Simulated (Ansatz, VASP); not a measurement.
Zn: VASP beside Ansatz

File INCAR:

```
SYSTEM = Zn
ALGO = Normal ; EDIFF = 1E-6
ENCUT = 520 ; GGA = CA
ISIF = 2 ; ISMEAR = 0
LASPH = .TRUE. ; LCHARG = .FALSE.
LREAL = .FALSE. ; LWAVE = .FALSE.
NBANDS = 12 ; NELM = 60
PREC = Accurate ; SIGMA = 0.15
```

The input KPOINTS:

```
k-points
0
G
  22 22 22
  0 0 0
```

File POSCAR:

```
Zn
1.0
   -1.4783939847      1.4783939847      1.4783939847
    1.4783939847     -1.4783939847      1.4783939847
    1.4783939847      1.4783939847     -1.4783939847
Zn
1
Direct
    0.0000000000      0.0000000000      0.0000000000
```

Input for Ansatz:

```yaml
crystal:
  lattice:
    - [-1.4783939847, 1.4783939847, 1.4783939847]
    - [1.4783939847, -1.4783939847, 1.4783939847]
    - [1.4783939847, 1.4783939847, -1.4783939847]
  atoms:
    - { symbol: Zn, position: [0.0, 0.0, 0.0] }
basis:
  ecutwfc: 520.0
kpoints:
  mp_grid: { grid: [22, 22, 22] }
hamiltonian:
  xc: lda
  pseudopotentials: { kind: paw }
scf:
  occupations: { method: gaussian, width: 0.15 }
output:
  forces: true
  stress: true
  eigenvalues: true
```

Alike in both runs: task single point; functional LDA; k mesh 22 × 22 × 22; occupations gaussian, width 0.15 eV; no spin polarisation.

```csv
,VASP,Ansatz
version,VASP 6.6.1,Ansatz 0.2.0
potentials or method,"VASP PAW LDA potentials, release 64 (Zn), cutoff 520 eV","scalar-relativistic, plane waves, PAW"
valence electrons in the cell,12,12
```

|  | VASP | Ansatz | Ansatz less VASP |
| --- | --- | --- | --- |
| gap on the k mesh at the Fermi level (eV) | none | none | - |
| pressure (GPa) | 7.1 | 6.2 | -0.85 |

LDA's correlation is that of Perdew and Zunger in VASP and of Perdew and Wang (1992) in Ansatz. A gap of «none» marks a metal or a gap that the smearing closes.
